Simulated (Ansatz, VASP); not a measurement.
TiCo in VASP and in Ansatz

INCAR

```
SYSTEM = TiCo
  PREC = Accurate
  ENCUT = 520
  EDIFF = 1E-6
  ISMEAR = 0
  SIGMA = 0.15
  LREAL = .False.
  LASPH = .True.
  NELM = 150
  ALGO = Normal
  ISIF = 2
  LWAVE = .False.
  LCHARG = .False.
  ISPIN = 2
  MAGMOM = 0 0.6
  LORBIT = 11
  LMAXMIX = 4
  GGA = PE
  NBANDS = 22
```

Contents of KPOINTS:

```
regular mesh
0
Gamma
  16 16 16
  0 0 0
```

The input POSCAR:

```
TiCo
1.0
    2.9861109900      0.0000000000      0.0000000000
    0.0000000000      2.9861109900      0.0000000000
    0.0000000000      0.0000000000      2.9861109900
Ti Co
1 1
Direct
    0.0000000000      0.0000000000      0.0125581400
    0.5000000000      0.5000000000      0.5000000000
```

Input for Ansatz:

```yaml
crystal:
  lattice:
    - [2.98611099, 0.0, 0.0]
    - [0.0, 2.98611099, 0.0]
    - [0.0, 0.0, 2.98611099]
  atoms:
    - { symbol: Ti, position: [0.0, 0.0, 0.01255814] }
    - { symbol: Co, position: [0.5, 0.5, 0.5], spin: 0.6 }
basis:
  ecutwfc: 420
kpoints:
  mp_grid: { grid: [16, 16, 16] }
hamiltonian:
  xc: pbe
scf:
  occupations: { method: gaussian, width: 0.15 }
output:
  forces: true
  stress: true
  eigenvalues: true
  populations: true
magnetization:
  spin_polarized: true
```

Change from the starting cell: all Ti atoms moved +0.037 Å, as atom 1 along Cartesian [0 0 1].

Alike in both runs: task single point; functional PBE; k mesh 16 × 16 × 16; occupations gaussian, width 0.15 eV; collinear spin.

```csv
,VASP,Ansatz
version,VASP 6.6.1,Ansatz 0.2.0
potentials or method,"VASP PAW PBE potentials, release 64 (Ti_sv, Co), cutoff 520 eV","scalar-relativistic, plane waves, PAW"
valence electrons in the cell,21,29
```

|  | VASP | Ansatz | Ansatz less VASP |
| --- | --- | --- | --- |
| gap on the k mesh at the Fermi level (eV) | none | none | - |
| pressure (GPa) | -0.5 | 0.0 | +0.49 |
| rms of the force components (eV/Å) | 0.107 | 0.108 | +0.0017 |
| net moment per atom (μB) | 0.43 | 0.44 | +0.007 |
| size of the moment on the site where the two differ most (μB) | 0.94 | 0.98 | +0.036 |

Site moments also hang on the region over which each program counts them. Atom by atom the forces differ by 0.002 eV/Å (rms over components). A gap of «none» marks a metal or a gap that the smearing closes. The functional is the same, so the differences come from potentials, cutoffs and numerics. VASP's potentials hold 21 valence electrons a cell and Ansatz's 29, so a difference there can come from the potentials and not from the codes.
